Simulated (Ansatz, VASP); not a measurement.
One calculation of Re, two programs

The input POSCAR:

```
Re
1.0
    0.0024687500      1.9750000000      1.9750000000
    1.9750000000      0.0024687500      1.9750000000
    1.9774687500      1.9774687500      0.0000000000
Re
1
Direct
    0.0000000000      0.0000000000      0.0000000000
```

INCAR.step1

```
PREC = Accurate
ENCUT = 520
ISMEAR = 0
SIGMA = 0.15
LREAL = F
LASPH = T
NELM = 80
NBANDS = 10
GGA = PE
ALGO = Normal
EDIFF = 1E-4
LWAVE = T
LCHARG = F
```

Contents of INCAR.step2:

```
PREC = Accurate
ENCUT = 520
EDIFF = 1E-6
ISMEAR = 0
SIGMA = 0.15
LREAL = F
LASPH = T
NELM = 80
ALGO = Normal
ISIF = 2
LWAVE = F
LCHARG = F
METAGGA = R2SCAN
LMIXTAU = T
NBANDS = 10
ISTART = 1
```

KPOINTS

```
regular mesh
0
Gamma
  20 20 20
```

Input for Ansatz:

```yaml
crystal:
  lattice:
    - [0.00246875, 1.975, 1.975]
    - [1.975, 0.00246875, 1.975]
    - [1.97746875, 1.97746875, 0.0]
  atoms:
    - { symbol: Re, position: [0.0, 0.0, 0.0] }
basis:
  ecutwfc: 500
kpoints:
  mp_grid: { grid: [20, 20, 20] }
hamiltonian:
  xc: r2scan
scf:
  occupations: { method: gaussian, width: 0.15 }
output:
  forces: true
  stress: true
  eigenvalues: true
```

Change from the starting cell: strain +0.0025 x Voigt [0, 0, 0, 0, 0, 1], atoms carried along.

Alike in both runs: task single point; functional r2SCAN; k mesh 20 × 20 × 20; occupations gaussian, width 0.15 eV; no spin polarisation.

|  | VASP | Ansatz |
| --- | --- | --- |
| version | VASP 6.6.1 | Ansatz 0.2.0 |
| potentials or method | VASP PAW PBE potentials, release 64 (Re), cutoff 520 eV | scalar-relativistic, plane waves, PAW |
| valence electrons in the cell | 7 | 15 |

|  | VASP | Ansatz | Ansatz less VASP |
| --- | --- | --- | --- |
| gap on the k mesh at the Fermi level (eV) | none | none | - |
| pressure (GPa) | -15.7 | -15.4 | +0.28 |
| traceless stress, the component that is largest in VASP (GPa) | -0.52 | -0.53 | -0.006 |

VASP's potentials were made for PBE, not for r2SCAN. A gap of «none» marks a metal or a gap that the smearing closes. With one functional, cell and mesh, what is left measures potentials, basis and numerics. VASP's potentials hold 7 valence electrons a cell and Ansatz's 15, so a difference there can come from the potentials and not from the codes.

Spin-orbit coupling is off throughout.
